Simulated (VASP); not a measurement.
Crystal: P.

```
CELL_PARAMETERS angstrom
3.71022 0.00000 0.00000
2.10486 3.05537 0.00000
2.10486 1.10594 2.84819
ATOMIC_POSITIONS crystal
P 0.22708 0.22708 0.22708
P 0.77292 0.77292 0.77292
```

```yaml
Program: VASP 6.6.1
Task: relaxation of cell and atoms
Functional: PBEsol
Dispersion: D3(BJ)
Potentials_or_basis: VASP PAW PBE potentials, release 64 (P)
Cutoff: 600 eV
k_mesh: 6 × 6 × 6
Occupations: fermi-dirac, width 0.05 eV
Spin: no spin polarisation
```

At the start: pressure -5.6 GPa; volume 16.14 Å³/atom.

Problem. Where does the relaxation end?

Solution. Over 12 steps the energy falls by 32.1 meV/atom and the volume is 14.51 Å³/atom (-10.1 %); space group R-3m (No. 166, to 0.1 Å) before and after.

The path:
```csv
step,energy change (eV),largest force (eV/Å),pressure (GPa),volume (Å³)
1,0.0000,0.0409,-5.55,32.29
2,-0.0337,0.5521,2.31,29.74
3,-0.0373,0.4402,0.29,30.30
4,-0.0527,0.2151,0.39,29.81
5,-0.0616,0.0969,0.08,29.32
6,-0.0538,0.2770,0.79,28.35
7,-0.0638,0.0075,-0.01,29.04
8,-0.0639,0.0280,-0.02,28.99
9,-0.0641,0.0067,0.17,28.96
10,-0.0642,0.0016,0.24,28.95
11,-0.0642,0.0238,-0.10,29.06
12,-0.0642,0.0162,0.00,29.03
```

Final structure:
```yaml
crystal:
  lattice:
    - [3.51979, -0.06118, -0.04187]
    - [1.94644, 2.93326, -0.04187]
    - [1.94644, 1.02270, 2.74952]
  atoms:
    - { symbol: P, position: [0.23318, 0.23318, 0.23318] }
    - { symbol: P, position: [0.76682, 0.76682, 0.76682] }
```

Caveat: the k points lie up to 0.38 Å⁻¹ apart in the final cell, too coarse for converged energies and pressures of a metal; the PAW data sets were made with another functional, which shifts forces and pressure a little.
